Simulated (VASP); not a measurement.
The system is Mg.

```xyz
2
Lattice="1.9389 1.1194 3.5955 -1.9389 1.1194 3.5955 0.0000 -2.2389 3.5955" Properties=species:S:1:pos:R:3 pbc="T T T"
Mg    0.0000    0.0000    2.4544
Mg    0.0000    0.0000    8.3322
```

```yaml
Program: VASP 6.6.1
Task: relaxation of cell and atoms
Functional: PBE
Potentials_or_basis: VASP PAW PBE potentials, release 64 (Mg)
Cutoff: 600 eV
k_mesh: 6 × 6 × 6
Occupations: gaussian, width 0.1 eV
Spin: no spin polarisation
```

At the start: pressure 7.8 GPa; volume 23.41 Å³/atom.

**Question.** Where does the relaxation end?

**Answer.** Over 21 steps the energy falls by 632.1 meV/atom and the volume is 23.19 Å³/atom (-0.9 %); space group R-3m (No. 166, to 0.1 Å) before and after.

The path:
```tsv
step	energy change (eV)	largest force (eV/Å)	pressure (GPa)	volume (Å³)
1	0.0000	1.9708	7.79	46.83
2	-0.4708	0.8750	0.63	54.96
3	-0.5292	0.5012	-1.41	59.43
4	-0.5301	0.4693	-1.58	59.90
5	-0.6137	0.3634	-1.48	58.05
6	-0.7775	0.0253	-0.79	53.90
7	-0.7167	1.6317	4.74	45.60
8	-0.8206	0.4645	0.46	50.88
9	-0.9151	0.5765	0.31	50.00
10	-1.1369	0.7738	0.79	46.36
11	-1.2041	0.3059	-0.87	47.40
12	-1.2227	0.0394	-1.65	48.08
13	-1.2431	0.1528	0.49	45.25
14	-1.2430	0.1691	0.69	45.03
15	-1.2441	0.1879	1.95	44.27
16	-1.2504	0.1846	1.42	44.60
17	-1.2593	0.0755	-0.12	46.71
18	-1.2611	0.1030	0.28	46.08
19	-1.2635	0.0558	-0.25	46.65
20	-1.2636	0.0612	-0.19	46.58
21	-1.2643	0.0262	-0.04	46.39
```

Final structure:
```cif
data_structure
_symmetry_space_group_name_H-M 'P 1'
_symmetry_Int_Tables_number 1
_cell_length_a 5.7989
_cell_length_b 5.7989
_cell_length_c 5.7989
_cell_angle_alpha 31.182
_cell_angle_beta 31.182
_cell_angle_gamma 31.182
_cell_volume 46.39
loop_
_atom_site_label
_atom_site_type_symbol
_atom_site_fract_x
_atom_site_fract_y
_atom_site_fract_z
_atom_site_occupancy
Mg1 Mg 0.24971 0.24971 0.24971 1
Mg2 Mg 0.75029 0.75029 0.75029 1
```

Caveat: a cell axis changed by over 15 % at a fixed basis, so the end point is rough.
